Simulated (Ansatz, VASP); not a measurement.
Ti2Co: VASP beside Ansatz

```
Ti Co
1.0
     0.00000    3.34394    3.34394
     3.34394    0.00000    3.34394
     3.34394    3.34394    0.00000
Ti Co
4 2
Direct
  0.62500 0.62500 0.62500
  0.12500 0.62500 0.62500
  0.62500 0.62500 0.12500
  0.62500 0.12500 0.62500
  0.00000 0.00000 0.00000
  0.25000 0.25000 0.25000
```

Alike in both runs: task single point; functional PBEsol; k mesh 10 × 10 × 10; occupations gaussian, width 0.1 eV; collinear spin.

|  | VASP | Ansatz |
| --- | --- | --- |
| version | VASP 6.6.1 | Ansatz 0.2.0 |
| potentials or method | VASP PAW PBE potentials, release 64 (Ti_sv, Co), cutoff 520 eV | scalar-relativistic, plane waves, PAW |
| valence electrons in the cell | 66 | 82 |

VASP gave:

```
gap on the k mesh at the Fermi level (eV)                     : none
pressure (GPa)                                                : 19.5
net moment per atom (μB)                                      : 0.16
size of the moment on the site where the two differ most (μB) : 0.44
```

Question: What did Ansatz give for the same quantities?

Answer: gap on the k mesh at the Fermi level (eV): none; pressure (GPa): 19.6; net moment per atom (μB): 0.16; size of the moment on the site where the two differ most (μB): 0.46.

VASP's potentials were made for PBE, not for PBEsol. Site moments also hang on the region over which each program counts them. A gap of «none» marks a metal or a gap that the smearing closes. VASP's potentials hold 66 valence electrons a cell and Ansatz's 82, so a difference there can come from the potentials and not from the codes.
